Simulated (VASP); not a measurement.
# W (I4/mmm) in VASP: further runs, part 2 of 3

VASP 6.6.1. Earlier steps stand in the parts before.

**3. Single point, r2SCAN (strain -0.030 along x and y, +0.015 along z)**

POSCAR

```
W
1.0
    0.0000000000      1.9691000000      2.0604500000
    1.9691000000      0.0000000000      2.0604500000
    1.9691000000      1.9691000000      0.0000000000
W
1
Direct
    0.0000000000      0.0000000000      0.0000000000
```

INCAR.step1

```
PREC = Accurate ; ENCUT = 520
ISMEAR = 0 ; SIGMA = 0.15
LREAL = F ; LASPH = T
NELM = 60 ; NBANDS = 13
GGA = PE ; ALGO = Normal
EDIFF = 1E-4 ; LWAVE = T
LCHARG = F
```

INCAR.step2

```
PREC = Accurate ; ENCUT = 520
EDIFF = 1E-6 ; ISMEAR = 0
SIGMA = 0.15 ; LREAL = F
LASPH = T ; NELM = 60
ALGO = Normal ; ISIF = 2
LWAVE = F ; LCHARG = T
METAGGA = R2SCAN ; LMIXTAU = T
LELF = T ; LVHAR = T
NBANDS = 13 ; ISTART = 1
```

KPOINTS

```
regular mesh
0
Gamma
  20 20 20
```

Potentials or basis: VASP PAW PBE potentials, release 64 (W_sv).

The run is started by

```console
$ cat potpaw_PBE.64/W_sv/POTCAR > POTCAR
$ cp INCAR.step1 INCAR
$ mpirun -np 1 vasp_std > vasp.out
$ cp INCAR.step2 INCAR
$ mpirun -np 1 vasp_std > vasp.out
```

OUTCAR:

```text
PREC = Accurate
   ENCUT = 520
   EDIFF = 1E-6
   ISMEAR = 0
   LREAL = F
   LASPH = T
   NELM = 60
   ISIF = 2
   METAGGA = R2SCAN
   ISTART = 1

 ion  position               nearest neighbor table
   1  0.000  0.000  0.000-

  LATTYP: Found a body centered tetragonal cell.
 ALAT       =     2.7847279257
 C/A-ratio  =     1.4798214081

  Lattice vectors:

 A1 = (  -1.9691000000,   0.0000000000,   2.0604500000)
 A2 = (   1.9691000000,   0.0000000000,   2.0604500000)
 A3 = (   0.0000000000,   1.9691000000,  -2.0604500000)

Analysis of symmetry for initial positions (statically):
=====================================================================
 Subroutine PRICEL returns:
 Original cell was already a primitive cell.

 Routine SETGRP: Setting up the symmetry group for a
 body centered tetragonal supercell.

 Subroutine GETGRP returns: Found 16 space group operations
 (whereof 16 operations were pure point group operations)
 out of a pool of 16 trial point group operations.

The static configuration has the point symmetry D_4h.

Analysis of symmetry for dynamics (positions and initial velocities):
=====================================================================
 Subroutine PRICEL returns:
 Original cell was already a primitive cell.

 Routine SETGRP: Setting up the symmetry group for a
 body centered tetragonal supercell.

 Subroutine GETGRP returns: Found 16 space group operations
 (whereof 16 operations were pure point group operations)
 out of a pool of 16 trial point group operations.

The dynamic configuration has the point symmetry D_4h.

 Subroutine INISYM returns: Found 16 space group operations
 (whereof 16 operations are pure point group operations),
 and found     1 'primitive' translations

----------------------------------------------------------------------------------------

                                     Primitive cell

  volume of cell :      15.9782

  direct lattice vectors                    reciprocal lattice vectors
     0.000000000  1.969100000  2.060450000    -0.253923112  0.253923112  0.242665437
     1.969100000  0.000000000  2.060450000     0.253923112 -0.253923112  0.242665437
     1.969100000  1.969100000  0.000000000     0.253923112  0.253923112 -0.242665437

  length of vectors
     2.850054212  2.850054212  2.784727926     0.433405593  0.433405593  0.433405593

  position of ions in fractional coordinates (direct lattice)
     0.000000000  0.000000000  0.000000000

  ion indices of the primitive-cell ions
   primitive index   ion index
                 1           1

----------------------------------------------------------------------------------------

 KPOINTS: regular mesh

Automatic generation of k-mesh.
 Grid dimensions read from file:
 generate k-points for:   20   20   20

 Generating k-lattice:

  Cartesian coordinates                     Fractional coordinates (reciprocal lattice)
    -0.012696156  0.012696156  0.012133272     0.050000000  0.000000000  0.000000000
     0.012696156 -0.012696156  0.012133272     0.000000000  0.050000000  0.000000000
     0.012696156  0.012696156 -0.012133272     0.000000000  0.000000000  0.050000000

  Length of vectors
     0.021670280  0.021670280  0.021670280

  Shift w.r.t. Gamma in fractional coordinates (k-lattice)
     0.000000000  0.000000000  0.000000000

 Subroutine IBZKPT returns following result:
 ===========================================

 Found    641 irreducible k-points:

 Following reciprocal coordinates:
            Coordinates               Weight
  0.000000  0.000000  0.000000      1.000000
  0.050000  0.000000  0.000000      8.000000
  0.100000  0.000000  0.000000      8.000000
  0.150000  0.000000  0.000000      8.000000
  0.200000  0.000000  0.000000      8.000000
  0.250000  0.000000  0.000000      8.000000
[... 16 lines left out ...]
 -0.400000  0.050000  0.000000      8.000000
 -0.350000  0.050000  0.000000      8.000000
 [... further k-points ...]
   k-points           NKPTS =    641   k-points in BZ     NKDIM =    641   number of bands    NBANDS=     13
   number of dos      NEDOS =    301   number of ions     NIONS =      1
   total plane-waves  NPLWV =  13824
   dimension x,y,z NGX =    24 NGY =   24 NGZ =   24
   dimension x,y,z NGXF=    48 NGYF=   48 NGZF=   48
   ions per type =               1
   NGX,Y,Z   is equivalent  to a cutoff of  14.00, 14.00, 14.33 a.u.
   NGXF,Y,Z  is equivalent  to a cutoff of  28.00, 28.00, 28.66 a.u.
 SYSTEM =  unknown system
   PREC   = accura    normal or accurate (medium, high low for compatibility)
   ISTART =      1    job   : 0-new  1-cont  2-samecut
   ICHARG =      0    charge: 1-file 2-atom 10-const
   ISPIN  =      1    spin polarized calculation?
   LNONCOLLINEAR =      F non collinear calculations
   LSORBIT =      F    spin-orbit coupling
   LASPH  =      T    aspherical Exc in radial PAW
   ENCUT  =  520.0 eV  38.22 Ry    6.18 a.u.   5.30  5.30  5.18*2*pi/ulx,y,z
   NELM   =     60;   NELMIN=  2; NELMDL=  0     # of ELM steps
   EDIFF  = 0.1E-05   stopping-criterion for ELM
   LREAL  =      F    real-space projection
   EDIFFG = 0.1E-04   stopping-criterion for IOM
   NSW    =      0    number of steps for IOM
   IBRION =     -1    ionic relax: 0-MD 1-quasi-New 2-CG
   NFREE  =      0    steps in history (QN), initial steepest desc. (CG)
   ISIF   =      2    stress and relaxation
   ISYM   =      2    0-nonsym 1-usesym 2-fastsym
   POTIM  = 0.5000    time-step for ionic-motion
   TEBEG  =    0.0;   TEEND  =   0.0 temperature during run
   PSTRESS=    0.0 pullay stress
   NELECT =      14.0000    total number of electrons
   NUPDOWN=      -1.0000    fix difference up-down
   EMIN   =  10.00;   EMAX   =-10.00  energy-range for DOS
   EFERMI =   0.00;   METHOD = LEGACY
   ISMEAR =     0;   SIGMA  =   0.15  broadening in eV -4-tet -1-fermi 0-gaus
   EFERMI_NEDOS =   21; number of points for ismear=-14 and -15
   IALGO  =     38    algorithm
   IMIX   =      4    mixing-type and parameters
     AMIX     =   0.40;   BMIX     =  1.00
     AMIX_MAG =   1.60;   BMIX_MAG =  1.00
  volume/ion in A,a.u.               =      15.98       107.83
  Fermi-wavevector in a.u.,A,eV,Ry     =   1.566541  2.960332 33.389367  2.454049
  Thomas-Fermi vector in A             =   2.668853
   LORBIT       =      0    0 simple, 1 ext, 2 COOP (PROOUT), +10 PAW based schemes
   METAGGA = R2SCAN    functional components
   LHFCALC =     F    Hartree Fock is set to
   AEXX    =    0.0000 exact exchange contribution
   IVDW    =     0    specifies the selected vdW correction
   LEPSILON=     F    determine dielectric tensor
   LRPA    =     F    only Hartree local field effects (RPA)
 non-spin polarized calculation
 Gauss-broadening in eV      SIGMA  =   0.15
  energy-cutoff  :      520.00
  volume of cell :       15.98
 maximum number of plane-waves:       440
 NGX is ok and might be reduce to    24
   NGX = 11   NGY = 11   NGZ = 11

 number of electron      13.9999999 magnetization

 Free energy of the ion-electron system (eV)
  ---------------------------------------------------
  ext. energy  EPLUGINS =         0.00000000
  ---------------------------------------------------
  free energy    TOTEN  =       -50.82211320 eV

  energy without entropy =      -50.80997410  energy(sigma->0) =      -50.81604365

 E-fermi :  10.7870     XC(G=0): -14.9000

 val. band max:       10.7849510477   @ k =   0.2000   0.2000   0.0000
 cond. band min:      10.7900972711   @ k =  -0.3500   0.1000   0.0000
 fundamental gap:      0.0051462234
 Fermi energy:        10.7869987580

 k-point     1 :       0.0000    0.0000    0.0000
  band No.  band energies     occupation
      1     -64.8587      2.00000
      2     -27.7865      2.00000
      3     -27.7377      2.00000
      4     -27.7377      2.00000
      5       1.0895      2.00000
      6       9.6133      2.00000
      7      10.3496      1.99996
      8      10.3496      1.99996
      9      13.0473      0.00000
     10      14.1044      0.00000
     11      24.1379      0.00000
     12      28.8391      0.00000
     13      30.4924      0.00000
[... 353 lines left out ...]
 k-point    24 :      -0.3500    0.0500    0.0000
  band No.  band energies     occupation
      1     -64.7427      2.00000
      2     -28.8880      2.00000
      3     -27.9868      2.00000
      4     -27.8420      2.00000
      5       4.6216      2.00000
      6       9.6639      2.00000
      7       9.7867      2.00000
      8      10.6395      1.83559
      9      14.6566      0.00000
     10      15.6843      0.00000
     11      22.9061      0.00000
     12      26.2984      0.00000
     13      31.9362      0.00000

 [... further k-points ...]
[... 5 lines left out ...]
  --------------------------------------------------------------------------------------
  -------------------------------------------------------------------------------------
  Total        0.1032195      0.1032195      1.4841806      0.0000000      0.0000000      0.0000000
  in kB       10.3501032     10.3501032    148.8228874      0.0000000      0.0000000      0.0000000
  external PRESSURE =      56.5076979 kB  Pullay stress =       0.0000000 kB

 VOLUME and BASIS-vectors are now :
 -----------------------------------------------------------------------------
  energy-cutoff  :      520.00
  volume of cell :       15.98
      direct lattice vectors                 reciprocal lattice vectors
     0.000000000  1.969100000  2.060450000    -0.253923112  0.253923112  0.242665437
     1.969100000  0.000000000  2.060450000     0.253923112 -0.253923112  0.242665437
     1.969100000  1.969100000  0.000000000     0.253923112  0.253923112 -0.242665437

 POSITION                                       TOTAL-FORCE (eV/Angst)
 -----------------------------------------------------------------------------------
      0.00000      0.00000      0.00000        -0.000000      0.000000      0.000000
 -----------------------------------------------------------------------------------
    total drift:                                0.000000     -0.000000     -0.000000

  FREE ENERGIE OF THE ION-ELECTRON SYSTEM (eV)
  ---------------------------------------------------
  free  energy   TOTEN  =       -50.8221132024 eV

  energy  without entropy=      -50.8099741018  energy(sigma->0) =      -50.81604365
```

OUTCAR.step1:

```text
PREC = Accurate
   ENCUT = 520
   ISMEAR = 0
   LREAL = F
   LASPH = T
[... 601 lines left out ...]

 POSITION                                       TOTAL-FORCE (eV/Angst)
 -----------------------------------------------------------------------------------
      0.00000      0.00000      0.00000         0.000000      0.000000      0.000000
 -----------------------------------------------------------------------------------
    total drift:                               -0.000000      0.000000      0.000000

  FREE ENERGIE OF THE ION-ELECTRON SYSTEM (eV)
  ---------------------------------------------------
  free  energy   TOTEN  =       -12.4824209360 eV

  energy  without entropy=      -12.4692088910  energy(sigma->0) =      -12.47581491
```

OSZICAR.step1:

```text
N       E                     dE             d eps       ncg     rms          rms(c)
DAV:   1     0.838744992037E+02    0.83874E+02   -0.74602E+03 16759   0.122E+03
DAV:   2    -0.114392926946E+02   -0.95314E+02   -0.91771E+02 18611   0.315E+02
DAV:   3    -0.130716622520E+02   -0.16324E+01   -0.16241E+01 18411   0.398E+01
DAV:   4    -0.130785302938E+02   -0.68680E-02   -0.68675E-02 18666   0.284E+00
DAV:   5    -0.130785894221E+02   -0.59128E-04   -0.59126E-04 18701   0.249E-01    0.200E+01
DAV:   6    -0.126079678752E+02    0.47062E+00   -0.39722E-01 17836   0.839E+00    0.803E+00
DAV:   7    -0.124865686805E+02    0.12140E+00   -0.20260E-01 18736   0.564E+00    0.512E-01
DAV:   8    -0.124824367747E+02    0.41319E-02   -0.39986E-03 16946   0.823E-01    0.595E-02
DAV:   9    -0.124824209360E+02    0.15839E-04   -0.70119E-05 13058   0.103E-01
   1 F= -.12482421E+02 E0= -.12475815E+02  d E =-.132120E-01
```

Run time: 2.5 min. Hardware: 1 thread of Intel Xeon 6975P-C (Granite Rapids), shared host; peak memory 0.24 GiB.

What came out:

| Item | Value |
| --- | --- |
| Free energy | -50.8221 eV |
| Pressure | 5.7 GPa |
| Band gap on the k mesh | zero (bands 7 and 8 overlap by 3.93 eV) |

Levels at points of the mesh, in eV from the Fermi level:
```csv
k point,band 3,band 4,band 5,band 6,band 7,band 8,band 9,band 10,band 11,band 12
"(0.00, 0.00, 0.00)",-38.52,-38.52,-9.70,-1.17,-0.44,-0.44,2.26,3.32,13.35,18.05
"(0.50, 0.00, 0.00)",-38.78,-38.66,-6.13,-1.26,-0.47,0.47,5.20,5.54,11.19,12.94
"(0.50, 0.50, 0.00)",-38.94,-38.94,-6.04,-5.00,2.46,5.53,6.08,6.08,13.00,13.00
"(0.50, 0.00, 0.50)",-39.11,-39.01,-5.97,-5.04,3.42,5.33,5.73,6.46,11.85,12.62
```

Caveat: the cell differs from its parent crystal (strain -0.030 along x and y, +0.015 along z); the stress differs along the axes, from 1 to 15 GPa; the PAW data sets were made with another functional, which shifts forces and pressure a little; spin-orbit coupling is left out, which moves the levels of the heavy elements.

[end of part 2 of 3]
